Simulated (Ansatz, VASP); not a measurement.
## One calculation of Sb2Au, two programs

File INCAR:

```
PREC = Accurate
ENCUT = 520
EDIFF = 1E-7
ISMEAR = -1
SIGMA = 0.08
LREAL = False
LASPH = True
NELM = 100
ALGO = Normal
ISIF = 2
LWAVE = False
LCHARG = True
LELF = True
LVHAR = True
NBANDS = 18
```

KPOINTS

```
Automatic mesh
0
Gamma
  9 9 9
```

The input POSCAR:

```
Sb2Au
1.0
    0.0000000000      3.3932714730      3.3932714730
    3.3932714730      0.0000000000      3.3932714730
    3.3932714730      3.3932714730      0.0000000000
Sb Au
2 1
Direct
    0.2500000000      0.2500000000      0.2500000000
    0.7500000000      0.7500000000      0.7500000000
    0.0000000000      0.0000000000      0.0000000000
```

Input for Ansatz:

```yaml
crystal:
  lattice:
    - [0.0, 3.393271473, 3.393271473]
    - [3.393271473, 0.0, 3.393271473]
    - [3.393271473, 3.393271473, 0.0]
  atoms:
    - { symbol: Sb, position: [0.25, 0.25, 0.25] }
    - { symbol: Sb, position: [0.75, 0.75, 0.75] }
    - { symbol: Au, position: [0.0, 0.0, 0.0] }
kpoints:
  mp_grid: { grid: [9, 9, 9] }
  band_path:
    path:
      - [0.0, 0.0, 0.0]
      - [0.5, 0.0, 0.5]
      - [0.625, 0.25, 0.625]
      - [0.375, 0.375, 0.75]
      - [0.0, 0.0, 0.0]
      - [0.5, 0.5, 0.5]
      - [0.5, 0.25, 0.75]
      - [0.5, 0.0, 0.5]
    npoints: 5
scf:
  occupations: { method: fermi_dirac, width: 0.08 }
hamiltonian:
  xc: lda
  pseudopotentials: { kind: all_electron, lapw: { basis_error: 0.001 } }
output:
  forces: true
  stress: true
  eigenvalues: true
```

Change from the starting cell: volume scaled by 1.06.

Alike in both runs: task single point; functional LDA; k mesh 9 × 9 × 9; occupations fermi-dirac, width 0.08 eV; no spin polarisation.

```csv
,VASP,Ansatz
version,VASP 6.6.1,Ansatz 0.2.0
potentials or method,"VASP PAW LDA potentials, release 64 (Sb, Au), cutoff 520 eV","all-electron LAPW, scalar-relativistic"
```

VASP gave:

| Item | Value |
| --- | --- |
| pressure (GPa) | -2.2 |

Task: Which values does Ansatz return?

Result: Pressure (GPa): -2.3.

LDA's correlation is that of Perdew and Zunger in VASP and of Perdew and Wang (1992) in Ansatz. Ansatz ran all-electron here, and VASP with PAW potentials.

Neither program's run includes spin-orbit coupling.
